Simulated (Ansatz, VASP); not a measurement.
## One calculation of Cu, two programs

The input INCAR:

```
SYSTEM = Cu
PREC = Accurate
ENCUT = 520
EDIFF = 1E-7
ISMEAR = 0
SIGMA = 0.15
LREAL = .FALSE.
LASPH = .TRUE.
NELM = 100
ALGO = Fast
ISIF = 2
LWAVE = .FALSE.
LCHARG = .TRUE.
GGA = PE
LELF = .TRUE.
LVHAR = .TRUE.
NBANDS = 18
```

File KPOINTS:

```
regular mesh
0
G
  18 18 18
  0 0 0
```

Contents of POSCAR:

```
Cu
1.0
    1.2386412945     -4.0308860292      0.0000000000
    1.2386412945      4.0308860292      0.0000000000
    0.0000000000      0.0000000000      2.5142119659
Cu
2
Direct
    0.0210080975      0.7529377565      0.1529516989
    0.9789919025      0.2470622435      0.8470483011
```

Input for Ansatz:

```yaml
crystal:
  lattice:
    - [1.2386412945, -4.0308860292, 0.0]
    - [1.2386412945, 4.0308860292, 0.0]
    - [0.0, 0.0, 2.5142119659]
  atoms:
    - { symbol: Cu, position: [0.0210080975, 0.7529377565, 0.1529516989] }
    - { symbol: Cu, position: [0.9789919025, 0.2470622435, 0.8470483011] }
basis:
  ecutwfc: 520.0
kpoints:
  mp_grid: { grid: [18, 18, 18] }
hamiltonian:
  xc: pbe
  pseudopotentials: { kind: paw, azcp: { folder: soft_1 } }
scf:
  occupations: { method: gaussian, width: 0.15 }
output:
  forces: true
  stress: true
  eigenvalues: true
```

Change from the starting cell: mode 4 frozen in at -0.280 Å and mode 5 at -0.244 Å (largest displacements).

Alike in both runs: task single point; functional PBE; k mesh 18 × 18 × 18; occupations gaussian, width 0.15 eV; no spin polarisation.

```csv
,VASP,Ansatz
version,VASP 6.6.1,Ansatz 0.2.0
potentials or method,"VASP PAW PBE potentials, release 64 (Cu), cutoff 520 eV","scalar-relativistic, plane waves, PAW"
valence electrons in the cell,22,38
```

Ansatz gave:

| Property | Result |
| --- | --- |
| gap on the k mesh at the Fermi level (eV) | none |
| pressure (GPa) | 9.0 |
| traceless stress, the component that is largest in VASP (GPa) | 15.49 |
| rms of the force components (eV/Å) | 1.305 |

Problem. What did VASP give for the same quantities?

Solution. gap on the k mesh at the Fermi level (eV): none; pressure (GPa): 9.3; traceless stress, the component that is largest in VASP (GPa): 15.53; rms of the force components (eV/Å): 1.308.

Atom by atom the forces differ by 0.003 eV/Å (rms over components). A gap of «none» marks a metal or a gap that the smearing closes. VASP's potentials hold 22 valence electrons a cell and Ansatz's 38, so a difference there can come from the potentials and not from the codes.
